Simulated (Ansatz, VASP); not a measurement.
## Two plane-wave programs on TiO2

```
Ti O
1.0
     4.64354    0.00000    0.00000
     0.00000    4.64354    0.00000
     0.00000    0.00000    2.96369
Ti O
2 4
Direct
  0.50000 0.50000 0.00000
  0.00000 0.00000 0.50000
  0.69488 0.69488 0.50000
  0.80512 0.19488 0.00000
  0.19488 0.80512 0.00000
  0.30512 0.30512 0.50000
```

Alike in both runs: functional PBE; k mesh 6 × 6 × 9; no spin polarisation.

Ansatz relaxed the structure, and its values are those at the end. VASP's run is a single point on that final structure, the one shown.

|  | VASP | Ansatz |
| --- | --- | --- |
| version | VASP 6.6.1 | Ansatz 0.2.0 |
| potentials or method | VASP PAW PBE potentials, release 64 (Ti_sv, O), cutoff 600 eV | plane-wave PAW DFT |
| occupations | gaussian, width 0.01 eV | fixed |
| valence electrons in the cell | 48 | 48 |

Ansatz gave:

```
pressure (GPa)                     : 0.0
rms of the force components (eV/Å) : 0.000
```

Which values does VASP return?

Pressure (GPa): 0.4; rms of the force components (eV/Å): 0.012.
